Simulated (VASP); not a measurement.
**CdC2: vibrations by perturbation theory with LDA**

Crystal: CdC2.

```
Cd C
1.0
    -2.04937    2.04937    2.69344
     2.04937   -2.04937    2.69344
     2.04937    2.04937   -2.69344
Cd C
1 2
Direct
  0.00000 0.00000 0.00000
  0.61487 0.61487 0.00000
  0.38513 0.38513 0.00000
```

- Program: VASP 6.6.1
- Task: vibrations by perturbation theory
- Functional: LDA
- Potentials or basis: VASP PAW LDA potentials, release 64 (Cd, C)
- Cutoff: 520 eV
- k mesh: 8 × 8 × 8
- Occupations: gaussian, width 0.01 eV
- Spin: no spin polarisation
- Dipole correction: no
- Further INCAR settings: ALGO = Normal; EDIFF = 1e-08; IBRION = 8; NSW = 1

| Property | Result |
| --- | --- |
| Electronic dielectric tensor (diagonal) | 4.47, 4.47, 5.73 |
| Born charges (mean of the diagonal) | Cd +2.26; C -1.13 e |
| Highest phonon frequency at Γ | 2039 cm⁻¹ |
| Most unstable mode | 128i cm⁻¹ |

Phonon frequencies in cm⁻¹ (negative: imaginary):
```
              q point                       frequencies
(0.000, 0.000, 0.000)  -128 -128 0 0 0 323 323 570 2039
```

Electronic dielectric tensor:
```
4.47 0.00 0.00
0.00 4.47 0.00
0.00 0.00 5.73
```

Born effective charge tensors (e):
atom 1, Cd
```
2.46 0.00 0.00
0.00 2.46 0.00
0.00 0.00 1.87
```
atom 2, C
```
-1.23  0.00  0.00
 0.00 -1.23  0.00
 0.00  0.00 -0.93
```
atom 3, C
```
-1.23  0.00  0.00
 0.00 -1.23  0.00
 0.00  0.00 -0.93
```

Run time: 4.8 min on 1 thread of Intel(R) Xeon(R) 6975P-C (Granite Rapids), on a shared host, peak memory 0.35 GiB.

Caveat: some modes are imaginary.
